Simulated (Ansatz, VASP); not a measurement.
## AlP in VASP and in Ansatz

The input POSCAR:

```
AlP
1.0
    0.0000000000      2.6844720625      2.6844720625
    2.6844720625      0.0000000000      2.6844720625
    2.6844720625      2.6844720625      0.0000000000
Al P
1 1
Direct
    0.0000000000      0.0000000000      0.0000000000
    0.2500000000      0.2500000000      0.2500000000
```

File INCAR.step1:

```
SYSTEM = AlP
  PREC = Accurate
  ENCUT = 550
  ISMEAR = 0
  SIGMA = 0.01
  LREAL = .FALSE.
  LASPH = .TRUE.
  NELM = 120
  NBANDS = 11
  GGA = PE
  ALGO = Normal
  EDIFF = 1E-5
  LWAVE = .TRUE.
  LCHARG = .FALSE.
  GGA_COMPAT = .FALSE.
```

Contents of INCAR.step2:

```
SYSTEM = AlP
  PREC = Accurate
  ENCUT = 550
  EDIFF = 1E-6
  ISMEAR = 0
  SIGMA = 0.01
  LREAL = .FALSE.
  LASPH = .TRUE.
  NELM = 120
  ALGO = Normal
  ISIF = 2
  LWAVE = .FALSE.
  LCHARG = .FALSE.
  METAGGA = R2SCAN
  LMIXTAU = .TRUE.
  NBANDS = 11
  ISTART = 1
  GGA_COMPAT = .FALSE.
```

KPOINTS

```
Automatic mesh
0
G
  8 8 8
  0 0 0
```

Input for Ansatz:

```yaml
crystal:
  lattice:
    - [0.0, 2.6844720625, 2.6844720625]
    - [2.6844720625, 0.0, 2.6844720625]
    - [2.6844720625, 2.6844720625, 0.0]
  atoms:
    - { symbol: Al, position: [0.0, 0.0, 0.0] }
    - { symbol: P, position: [0.25, 0.25, 0.25] }
kpoints:
  mp_grid: { grid: [8, 8, 8] }
  band_path:
    path:
      - [0.0, 0.0, 0.0]
      - [-0.5, -0.5, 0.0]
      - [-0.375, -0.375, 0.25]
      - [-0.375, 0.0, 0.375]
      - [0.0, 0.0, 0.5]
      - [-0.5, -0.25, 0.25]
      - [0.0, 0.5, 0.5]
    npoints: 1
hamiltonian:
  xc: r2scan
scf:
  occupations: { method: fixed }
  n_extra_bands: 4
output:
  forces: true
  stress: true
  eigenvalues: true
```

Change from the starting cell: hydrostatic strain -2.0%.

Alike in both runs: task single point; functional r2SCAN; k mesh 8 × 8 × 8; no spin polarisation.

|  | VASP | Ansatz |
| --- | --- | --- |
| version | VASP 6.6.1 | Ansatz 0.2.0 |
| potentials or method | VASP PAW PBE potentials, release 64 (Al, P) | plane waves, PAW |
| plane-wave cutoff (eV) | 550 | 500 |
| occupations | gaussian, width 0.01 eV | fixed |
| valence electrons in the cell | 8 | 8 |

VASP gave:

| Property | Result |
| --- | --- |
| gap on the k mesh at the Fermi level (eV) | 1.81 |
| pressure (GPa) | 5.9 |

Q: Estimate Ansatz's values.

A: gap on the k mesh at the Fermi level (eV): 1.81; pressure (GPa): 6.2.

VASP's potentials were made for PBE, not for r2SCAN.
